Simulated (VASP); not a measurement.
Write the native input for VASP 6.6.1 that does the following.

| Property | Result |
| --- | --- |
| Task | single point |
| Functional | revPBE |
| Potentials or basis | VASP PAW PBE potentials, release 64 (Fe, O) |
| Cutoff | 520 eV |
| k mesh | 11 × 11 × 11 |
| Occupations | fermi-dirac, width 0.05 eV |
| Spin | collinear spin, ferromagnetic start |
| Starting moments | [3.0, 0.0] μB |
| Dipole correction | no |
| Further INCAR settings | ALGO = Normal; EDIFF = 1e-06; NBANDS = 18 |

The structure of FeO lies in POSCAR:

```
FeO
1.0
    0.0000000000      2.1701687337      2.1701687337
    2.1701687337      0.0000000000      2.1701687337
    2.1701687337      2.1701687337      0.0000000000
Fe O
1 1
Direct
    0.0000000000      0.0000000000      0.0000000000
    0.5000000000      0.5000000000      0.5000000000
```

One way to write it, as run:

INCAR

```
ALGO = Normal ; EDIFF = 1E-6
ENCUT = 520 ; GGA = RE
ISIF = 2 ; ISMEAR = -1
ISPIN = 2 ; LASPH = True
LCHARG = False ; LMAXMIX = 4
LORBIT = 11 ; LREAL = False
LWAVE = False ; MAGMOM = 3 0
NBANDS = 18 ; NELM = 150
PREC = Accurate ; SIGMA = 0.05
```

KPOINTS

```
k-points
0
Gamma
  11 11 11
```

Potentials or basis: VASP PAW PBE potentials, release 64 (Fe, O).

Run with:

```console
$ cat potpaw_PBE.64/Fe/POTCAR potpaw_PBE.64/O/POTCAR > POTCAR
$ mpirun -np 1 vasp_std > vasp.out
```

Results of the run:

```json
{"Pressure": "0.2 GPa", "Band gap on the k mesh": "zero (filled and empty bands overlap)", "Net moment": "4.00 μB per cell", "Site moments": "Fe +3.63; O +0.29 μB", "Valence electrons inside the program's atomic spheres": "Fe 6.69; O 4.99"}
```

Caveat: the PAW data sets were made with another functional, which shifts forces and pressure a little; a cell with one magnetic atom can't hold antiferromagnetic order, which such compounds often take; semilocal functionals often make such compounds metallic where correlation or magnetic order opens a gap, which also shifts bond lengths.

It took 84 s on 1 thread of Intel Xeon 8259CL, on a shared host, peak memory 0.17 GiB.
